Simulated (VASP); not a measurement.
GaGe:

```
CELL_PARAMETERS angstrom
0.00000 2.89784 2.89784
2.89784 0.00000 2.89784
2.89784 2.89784 0.00000
ATOMIC_POSITIONS crystal
Ge 0.00000 0.00000 0.00000
Ga 0.25000 0.25000 0.25000
```

```yaml
Program: VASP 6.6.1
Task: relaxation of cell and atoms
Functional: RPBE
Potentials_or_basis: VASP PAW PBE potentials, release 64 (Ge_d, Ga_d)
Cutoff: 600 eV
k_mesh: 8 × 8 × 8
Occupations: fermi-dirac, width 0.05 eV
Spin: no spin polarisation
```

At the start: pressure 1.9 GPa; volume 24.33 Å³/atom.

Question: Where does the relaxation end?

Answer: Over 10 steps the energy falls by 5.8 meV/atom and the volume is 25.33 Å³/atom (+4.1 %); space group F-43m (No. 216, to 0.05 Å).

The path:
| step | energy change (eV) | largest force (eV/Å) | pressure (GPa) | volume (Å³) |
| --- | --- | --- | --- | --- |
| 1 | 0.0000 | 0.0000 | 1.90 | 48.67 |
| 2 | -0.0116 | 0.0000 | 0.21 | 50.73 |
| 3 | -0.0113 | 0.0000 | -0.09 | 51.01 |
| 4 | -0.0114 | 0.0000 | -0.19 | 50.93 |
| 5 | -0.0115 | 0.0000 | -0.20 | 50.83 |
| 6 | -0.0115 | 0.0000 | -0.08 | 50.78 |
| 7 | -0.0116 | 0.0000 | -0.08 | 50.69 |
| 8 | -0.0114 | 0.0000 | 0.21 | 50.42 |
| 9 | -0.0116 | 0.0000 | 0.19 | 50.61 |
| 10 | -0.0116 | 0.0000 | 0.05 | 50.67 |

Final structure:
```
Ge Ga
1.0
     0.00000    2.93695    2.93695
     2.93695    0.00000    2.93695
     2.93695    2.93695    0.00000
Ge Ga
1 1
Cartesian
  0.0000 0.0000 0.0000
  1.4685 1.4685 1.4685
```

Caveat: the PAW data sets were made with another functional, which shifts forces and pressure a little.
